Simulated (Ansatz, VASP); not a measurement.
## W: VASP beside Ansatz

Contents of INCAR:

```
SYSTEM = W
PREC = Accurate
ENCUT = 520
EDIFF = 1E-7
ISMEAR = -1
SIGMA = 0.1
LREAL = .False.
LASPH = .True.
NELM = 60
ALGO = Normal
ISIF = 2
LWAVE = .False.
LCHARG = .False.
GGA = PS
NBANDS = 21
```

Contents of KPOINTS:

```
Automatic mesh
0
Gamma
  14 14 14
  0 0 0
```

Contents of POSCAR:

```
W
1.0
    0.0000000000      2.2061722399      2.2061722399
    2.2061722399      0.0000000000      2.2061722399
    2.2061722399      2.2061722399      0.0000000000
W
2
Direct
   -0.1250000000     -0.1250000000     -0.1250000000
    0.1250000000      0.1250000000      0.1250000000
```

Input for Ansatz:

```yaml
crystal:
  lattice:
    - [0.0, 2.2061722399, 2.2061722399]
    - [2.2061722399, 0.0, 2.2061722399]
    - [2.2061722399, 2.2061722399, 0.0]
  atoms:
    - { symbol: W, position: [-0.125, -0.125, -0.125] }
    - { symbol: W, position: [0.125, 0.125, 0.125] }
kpoints:
  mp_grid: { grid: [14, 14, 14] }
scf:
  occupations: { method: fermi_dirac, width: 0.1 }
hamiltonian:
  xc: pbesol
  pseudopotentials: { kind: all_electron, datasets: crystal }
output:
  forces: true
  stress: true
  eigenvalues: true
```

Change from the starting cell: volume scaled by 0.45, crystal datasets.

Alike in both runs: task single point; functional PBEsol; k mesh 14 × 14 × 14; occupations fermi-dirac, width 0.1 eV; no spin polarisation.

```csv
,VASP,Ansatz
version,VASP 6.6.1,Ansatz 0.2.0
potentials or method,"VASP PAW PBE potentials, release 64 (W_sv), cutoff 520 eV","all-electron PAW with datasets made for the crystal, scalar-relativistic"
```

Ansatz gave:

| Item | Value |
| --- | --- |
| pressure (GPa) | 529.9 |

Problem. Estimate VASP's values.

Solution. Pressure (GPa): 547.3.

VASP's potentials were made for PBE, not for PBEsol. Both programs put the cell under a high pressure, so it lies far from rest at this level. Ansatz ran all-electron here, and VASP with PAW potentials.

Spin-orbit coupling is off throughout. Noted on VASP's run: the cell as given lies far from equilibrium.
